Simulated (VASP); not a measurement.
A run of VASP 6.6.1:

Contents of POSCAR:

```
AgI
1.0
    0.0000000000      3.2472525707      3.2472525707
    3.2472525707      0.0000000000      3.2472525707
    3.2472525707      3.2472525707      0.0000000000
Ag I
1 1
Direct
    0.0000000000      0.0000000000      0.0000000000
    0.2500000000      0.2500000000      0.2500000000
```

INCAR.step1

```
SYSTEM = AgI
ALGO = Normal
EDIFF = 1E-5
ENCUT = 550
GGA = PE
GGA_COMPAT = .False.
ISMEAR = 0
LASPH = .True.
LCHARG = .False.
LREAL = .False.
LWAVE = .True.
NBANDS = 16
NELM = 120
PREC = Accurate
SIGMA = 0.01
```

Contents of INCAR.step2:

```
SYSTEM = AgI
ALGO = Normal
EDIFF = 1E-6
ENCUT = 550
GGA_COMPAT = .False.
ISIF = 2
ISMEAR = 0
ISTART = 1
LASPH = .True.
LCHARG = .True.
LELF = .True.
LMIXTAU = .True.
LREAL = .False.
LVHAR = .True.
LWAVE = .False.
METAGGA = R2SCAN
NBANDS = 16
NELM = 120
PREC = Accurate
SIGMA = 0.01
```

The input KPOINTS:

```
k-points
0
Gamma
  5 5 5
  0 0 0
```

Potentials or basis: VASP PAW PBE potentials, release 64 (Ag, I).

Command:

```console
$ cat potpaw_PBE.64/Ag/POTCAR potpaw_PBE.64/I/POTCAR > POTCAR
$ cp INCAR.step1 INCAR
$ mpirun -np 1 vasp_std > vasp.out
$ cp INCAR.step2 INCAR
$ mpirun -np 1 vasp_std > vasp.out
```

Hardware: 1 thread of Intel Xeon 8259CL (shared host).

Q: How long does it take, and how much memory?

A: It took 2 min on 1 thread of Intel Xeon 8259CL, on a shared host, peak memory 0.22 GiB. Counts: k points 10.
